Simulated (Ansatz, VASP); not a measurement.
**Ta3Si6H: VASP beside Ansatz**

```
Ta Si H
1.0
     4.80510    0.00000    0.00000
    -2.40255    4.16134    0.00000
     0.00000    0.00000    6.59887
Ta Si H
3 6 1
Direct
  0.50000 0.00000 0.50000
  0.50000 0.50000 0.83333
  0.00000 0.50000 0.16667
  0.15892 0.31784 0.50000
  0.84108 0.15892 0.83333
  0.68216 0.84108 0.16667
  0.84108 0.68216 0.50000
  0.15892 0.84108 0.83333
  0.31784 0.15892 0.16667
  0.67441 0.84883 0.66667
```

Alike in both runs: task single point; functional PBE; k mesh 9 × 9 × 6; occupations gaussian, width 0.15 eV; no spin polarisation.

|  | VASP | Ansatz |
| --- | --- | --- |
| version | VASP 6.6.1 | Ansatz 0.2.0 |
| potentials or method | VASP PAW PBE potentials, release 64 (Ta_pv, Si, H), cutoff 520 eV | scalar-relativistic, plane waves, PAW |
| valence electrons in the cell | 58 | 64 |

VASP gave:

| Quantity | Value |
| --- | --- |
| gap on the k mesh at the Fermi level (eV) | none |
| pressure (GPa) | 5.1 |
| traceless stress, the component that is largest in VASP (GPa) | 1.81 |
| rms of the force components (eV/Å) | 0.544 |

Q: Estimate Ansatz's values.

A: gap on the k mesh at the Fermi level (eV): none; pressure (GPa): 5.0; traceless stress, the component that is largest in VASP (GPa): 1.80; rms of the force components (eV/Å): 0.542.

Atom by atom the forces differ by 0.006 eV/Å (rms over components). A gap of «none» marks a metal or a gap that the smearing closes. With one functional, cell and mesh, what is left measures potentials, basis and numerics. VASP's potentials hold 58 valence electrons a cell and Ansatz's 64, so a difference there can come from the potentials and not from the codes.

Spin-orbit coupling is off throughout.
